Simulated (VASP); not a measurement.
# AlN (P2_1) in VASP: further runs

The runs below take AlN through single point, with PBE.

Everything below comes from runs of VASP 6.6.1. Logs are shortened: lines on timing, memory, paths and dates and some standing lists are left out, and cuts for length are marked.

## Step 1: The cell of the first run

The structure is monoclinic, space group P2_1 (No. 4). Conventional cell: a = 3.130 Å, b = 5.017 Å, c = 3.130 Å, α = 90.00°, β = 120.00°, γ = 90.00°. Within 2.5 Å of Al (site symmetry 1) lie 4 N at 1.89 to 1.92 Å. Within 2.5 Å of N (site symmetry 1) lie 4 Al at 1.89 to 1.92 Å.

## Step 2: Single point, PBE (mode 4 frozen in at -0.029 Å and mode 5 at -0.088 Å (largest displacements))

File INCAR:

```
SYSTEM = AlN
PREC = Accurate
ENCUT = 520
EDIFF = 1E-7
ISMEAR = 0
SIGMA = 0.05
LREAL = .FALSE.
LASPH = .TRUE.
NELM = 80
ALGO = Normal
ISIF = 2
LWAVE = .FALSE.
LCHARG = .FALSE.
GGA = PE
NBANDS = 16
```

File KPOINTS:

```
regular mesh
0
G
  9 9 6
  0 0 0
```

File POSCAR:

```
AlN
1.0
    3.1298889821      0.0000000000      0.0000000000
   -1.5649444910      2.7105633695      0.0000000000
    0.0000000000      0.0000000000      5.0169562974
Al N
2 2
Direct
    0.3077391911      0.6342010911      0.0017290859
    0.6922608089      0.3657989089      0.5017290859
    0.3559701544      0.6953809490      0.3832709141
    0.6440298456      0.3046190510      0.8832709141
```

Potentials or basis: VASP PAW PBE potentials, release 64 (Al, N).

On the command line:

```bash
$ cat potpaw_PBE.64/Al/POTCAR potpaw_PBE.64/N/POTCAR > POTCAR
$ mpirun -np 1 vasp_std > vasp.out
```

OUTCAR:

```text
SYSTEM = AlN
   PREC = Accurate
   ENCUT = 520
   EDIFF = 1E-7
   ISMEAR = 0
   LREAL = .FALSE.
   LASPH = .TRUE.
   NELM = 80
   ISIF = 2
   GGA = PE

 ion  position               nearest neighbor table
   1  0.308  0.634  0.002-   4 1.89   4 1.90   4 1.91   3 1.92   2 3.02   2 3.02   2 3.08   2 3.08
                             2 3.20   2 3.20
   2  0.692  0.366  0.502-   3 1.89   3 1.90   3 1.91   4 1.92   1 3.02   1 3.02   1 3.08   1 3.08
                             1 3.20   1 3.20
   3  0.356  0.695  0.383-   2 1.89   2 1.90   2 1.91   1 1.92
   4  0.644  0.305  0.883-   1 1.89   1 1.90   1 1.91   2 1.92

  LATTYP: Found a hexagonal cell.
 ALAT       =     3.1298889821
 C/A-ratio  =     1.6029182907

  Lattice vectors:

 A1 = (   3.1298889821,   0.0000000000,   0.0000000000)
 A2 = (  -1.5649444910,   2.7105633695,   0.0000000000)
 A3 = (   0.0000000000,   0.0000000000,   5.0169562974)

Analysis of symmetry for initial positions (statically):
=====================================================================
 Subroutine PRICEL returns:
 Original cell was already a primitive cell.

 Routine SETGRP: Setting up the symmetry group for a
 hexagonal supercell.

 Subroutine GETGRP returns: Found  2 space group operations
 (whereof  1 operations were pure point group operations)
 out of a pool of 24 trial point group operations.

The static configuration has the point symmetry C_1 .
 The point group associated with its full space group is C_2 .

Analysis of symmetry for dynamics (positions and initial velocities):
=====================================================================
 Subroutine PRICEL returns:
 Original cell was already a primitive cell.

 Routine SETGRP: Setting up the symmetry group for a
 hexagonal supercell.

 Subroutine GETGRP returns: Found  2 space group operations
 (whereof  1 operations were pure point group operations)
 out of a pool of 24 trial point group operations.

The dynamic configuration has the point symmetry C_1 .
 The point group associated with its full space group is C_2 .

 Subroutine INISYM returns: Found  2 space group operations
 (whereof  1 operations are pure point group operations),
 and found     1 'primitive' translations

----------------------------------------------------------------------------------------

                                     Primitive cell

  volume of cell :      42.5627

  direct lattice vectors                    reciprocal lattice vectors
     3.129888982  0.000000000  0.000000000     0.319500150  0.184463498  0.000000000
    -1.564944491  2.710563369  0.000000000     0.000000000  0.368926995  0.000000000
     0.000000000  0.000000000  5.016956297     0.000000000  0.000000000  0.199324040
[... 89 lines left out ...]
   LREAL  =      F    real-space projection
   EDIFFG = 0.1E-05   stopping-criterion for IOM
   NSW    =      0    number of steps for IOM
   IBRION =     -1    ionic relax: 0-MD 1-quasi-New 2-CG
   NFREE  =      0    steps in history (QN), initial steepest desc. (CG)
   ISIF   =      2    stress and relaxation
   ISYM   =      2    0-nonsym 1-usesym 2-fastsym
   POTIM  = 0.5000    time-step for ionic-motion
   TEBEG  =    0.0;   TEEND  =   0.0 temperature during run
   PSTRESS=    0.0 pullay stress
   NELECT =      16.0000    total number of electrons
   NUPDOWN=      -1.0000    fix difference up-down
   EMIN   =  10.00;   EMAX   =-10.00  energy-range for DOS
   EFERMI =   0.00;   METHOD = LEGACY
   ISMEAR =     0;   SIGMA  =   0.05  broadening in eV -4-tet -1-fermi 0-gaus
   EFERMI_NEDOS =   21; number of points for ismear=-14 and -15
   IALGO  =     38    algorithm
   IMIX   =      4    mixing-type and parameters
     AMIX     =   0.40;   BMIX     =  1.00
     AMIX_MAG =   1.60;   BMIX_MAG =  1.00
  volume/ion in A,a.u.               =      10.64        71.81
  Fermi-wavevector in a.u.,A,eV,Ry     =   1.181513  2.232736 18.993370  1.395973
  Thomas-Fermi vector in A             =   2.317785
   LORBIT       =      0    0 simple, 1 ext, 2 COOP (PROOUT), +10 PAW based schemes
   GGA     = PE    functional components
   LHFCALC =     F    Hartree Fock is set to
   AEXX    =    0.0000 exact exchange contribution
   IVDW    =     0    specifies the selected vdW correction
   LEPSILON=     F    determine dielectric tensor
   LRPA    =     F    only Hartree local field effects (RPA)
 non-spin polarized calculation
 Gauss-broadening in eV      SIGMA  =   0.05
  energy-cutoff  :      520.00
  volume of cell :       42.56
 maximum number of plane-waves:      1170
   NGX = 11   NGY = 11   NGZ = 19

 number of electron      15.9999999 magnetization

 Free energy of the ion-electron system (eV)
  ---------------------------------------------------
  ext. energy  EPLUGINS =         0.00000000
  ---------------------------------------------------
  free energy    TOTEN  =       -29.71388217 eV

  energy without entropy =      -29.71388217  energy(sigma->0) =      -29.71388217

 E-fermi :   6.3041     XC(G=0): -10.8335

 val. band max:        6.0253228834   @ k =   0.0000   0.0000   0.0000
 cond. band min:       9.9743063219   @ k =   0.0000   0.0000   0.0000
 fundamental gap:      3.9489834386
 Fermi energy:         6.3041355305

 k-point     1 :       0.0000    0.0000    0.0000
  band No.  band energies     occupation
      1      -9.0938      2.00000
      2      -7.0050      2.00000
      3       0.0735      2.00000
      4       5.0952      2.00000
      5       5.1719      2.00000
      6       5.6347      2.00000
[... 433 lines left out ...]
      3       1.3194      2.00000
      4       2.0416      2.00000
      5       2.3238      2.00000
      6       3.6153      2.00000
[... 8 lines left out ...]
     15      18.0354      0.00000
     16      20.5896      0.00000

 [... further k-points ...]
[... 5 lines left out ...]
  --------------------------------------------------------------------------------------
  -------------------------------------------------------------------------------------
  Total       -0.1566236     -0.1355111     -0.0203834     -0.0962073      0.0000000      0.0000000
  in kB       -5.8957472     -5.1010162     -0.7672878     -3.6215094      0.0000000      0.0000000
  external PRESSURE =      -3.9213504 kB  Pullay stress =       0.0000000 kB

 VOLUME and BASIS-vectors are now :
 -----------------------------------------------------------------------------
  energy-cutoff  :      520.00
  volume of cell :       42.56
      direct lattice vectors                 reciprocal lattice vectors
     3.129888982  0.000000000  0.000000000     0.319500150  0.184463498  0.000000000
    -1.564944491  2.710563369  0.000000000     0.000000000  0.368926995  0.000000000
     0.000000000  0.000000000  5.016956297     0.000000000  0.000000000  0.199324040

 POSITION                                       TOTAL-FORCE (eV/Angst)
 -----------------------------------------------------------------------------------
     -0.02930      1.71904      0.00867         0.185751      0.458339      0.051632
      1.59424      0.99152      2.51715        -0.185751     -0.458339      0.051632
      0.02591      1.88487      1.92285        -0.065703     -0.240360     -0.051632
      1.53903      0.82569      4.43133         0.065703      0.240360     -0.051632
 -----------------------------------------------------------------------------------
    total drift:                                0.000000      0.000000      0.000787

  FREE ENERGIE OF THE ION-ELECTRON SYSTEM (eV)
  ---------------------------------------------------
  free  energy   TOTEN  =       -29.7138821679 eV

  energy  without entropy=      -29.7138821679  energy(sigma->0) =      -29.71388217
```

OSZICAR:

```text
N       E                     dE             d eps       ncg     rms          rms(c)
DAV:   1     0.418068260176E+02    0.41807E+02   -0.72766E+03  5248   0.891E+02
DAV:   2    -0.308074956871E+02   -0.72614E+02   -0.66565E+02  7408   0.186E+02
DAV:   3    -0.343562455799E+02   -0.35487E+01   -0.35376E+01  6560   0.426E+01
DAV:   4    -0.343782725387E+02   -0.22027E-01   -0.22026E-01  6624   0.381E+00
DAV:   5    -0.343785633085E+02   -0.29077E-03   -0.29077E-03  6640   0.439E-01    0.120E+01
DAV:   6    -0.296994177385E+02    0.46791E+01   -0.10688E+01  6432   0.236E+01    0.411E+00
DAV:   7    -0.297262212258E+02   -0.26803E-01   -0.65820E-01  5768   0.569E+00    0.292E+00
DAV:   8    -0.297186933308E+02    0.75279E-02   -0.63416E-02  5984   0.231E+00    0.625E-01
DAV:   9    -0.297133384793E+02    0.53549E-02   -0.12701E-02  7232   0.831E-01    0.253E-01
DAV:  10    -0.297139664812E+02   -0.62800E-03   -0.23791E-03  5848   0.307E-01    0.139E-01
DAV:  11    -0.297138788096E+02    0.87672E-04   -0.18662E-04  6168   0.105E-01    0.339E-02
DAV:  12    -0.297138822101E+02   -0.34005E-05   -0.12317E-05  5808   0.279E-02    0.690E-03
DAV:  13    -0.297138821380E+02    0.72029E-07   -0.40794E-06  6336   0.154E-02    0.524E-03
DAV:  14    -0.297138821679E+02   -0.29842E-07   -0.32124E-07  6072   0.482E-03
   1 F= -.29713882E+02 E0= -.29713882E+02  d E =-.181781E-17
```

stdout:

```text
POSCAR found type information on POSCAR AlN
 POSCAR found :  2 types and       4 ions
 scaLAPACK will be used
 LDA part: xc-table for (Slater+PW92), standard interpolation
 POSCAR, INCAR and KPOINTS ok, starting setup
 FFT: planning ... GRIDC
 FFT: planning ... GRID_SOFT
 FFT: planning ... GRID
 WAVECAR not read
 entering main loop
```

Run time: 2.3 min. Hardware: 1 thread of AMD EPYC 7R13, shared host; peak memory 0.22 GiB.

Results:

* Free energy: -29.7139 eV
* Pressure: -0.4 GPa
* Largest force: 0.497 eV/Å
* Band gap on the k mesh: 3.95 eV, direct

Forces in eV/Å, atoms in the order of the input:
```
Al   0.186  0.458  0.052
Al  -0.186 -0.458  0.052
N   -0.066 -0.240 -0.052
N    0.066  0.240 -0.052
```

Stress tensor (GPa, compression positive):
```
-0.59 -0.36  0.00
-0.36 -0.51  0.00
 0.00  0.00 -0.08
```

Caveat: the cell differs from its parent crystal (mode 4 frozen in at -0.029 Å and mode 5 at -0.088 Å (largest displacements)).

## Step 3: Single point, PBE (mode 4 frozen in at -0.088 Å and mode 5 at +0.088 Å (largest displacements))

File INCAR:

```
SYSTEM = AlN
PREC = Accurate
ENCUT = 520
EDIFF = 1E-6
ISMEAR = 0
SIGMA = 0.05
LREAL = .FALSE.
LASPH = .TRUE.
NELM = 80
ALGO = Normal
ISIF = 2
LWAVE = .FALSE.
LCHARG = .TRUE.
GGA = PE
LELF = .TRUE.
LVHAR = .TRUE.
NBANDS = 16
```

KPOINTS is that of step 2.

File POSCAR:

```
AlN
1.0
    3.1298889821      0.0000000000      0.0000000000
   -1.5649444910      2.7105633695      0.0000000000
    0.0000000000      0.0000000000      5.0169562974
Al N
2 2
Direct
    0.3214501079      0.6991322423      0.0017290859
    0.6785498921      0.3008677577      0.5017290859
    0.3438434901      0.6379523843      0.3832709141
    0.6561565099      0.3620476157      0.8832709141
```

Potentials or basis: VASP PAW PBE potentials, release 64 (Al, N).

On the command line:

```bash
$ cat potpaw_PBE.64/Al/POTCAR potpaw_PBE.64/N/POTCAR > POTCAR
$ mpirun -np 1 vasp_std > vasp.out
```

Run time: 2.3 min. Hardware: 1 thread of AMD EPYC 7R13, shared host; peak memory 0.22 GiB.

Results (log left out):

```yaml
Free_energy: -29.6616 eV
Pressure: -0.5 GPa
Largest_force: 0.650 eV/Å
Band_gap_on_the_k_mesh: 3.87 eV, direct
```

Forces in eV/Å, atoms in the order of the input:
```
Al   0.420 -0.488  0.091
Al  -0.420  0.488  0.091
N   -0.258  0.228 -0.091
N    0.258 -0.228 -0.091
```

Stress tensor (GPa, compression positive):
```
-0.42  0.34  0.00
 0.34 -1.19  0.00
 0.00  0.00 -0.03
```

Levels at points of the mesh, in eV from the valence-band top:
```
           k point  band 6  band 7  band 8  band 9  band 10  band 11
(0.00, 0.00, 0.00)   -0.47   -0.14    0.00    3.87     6.40    10.14
(0.00, 0.00, 0.50)   -0.67   -0.57   -0.57    6.13     6.13    10.03
```

Caveat: the cell differs from its parent crystal (mode 4 frozen in at -0.088 Å and mode 5 at +0.088 Å (largest displacements)).
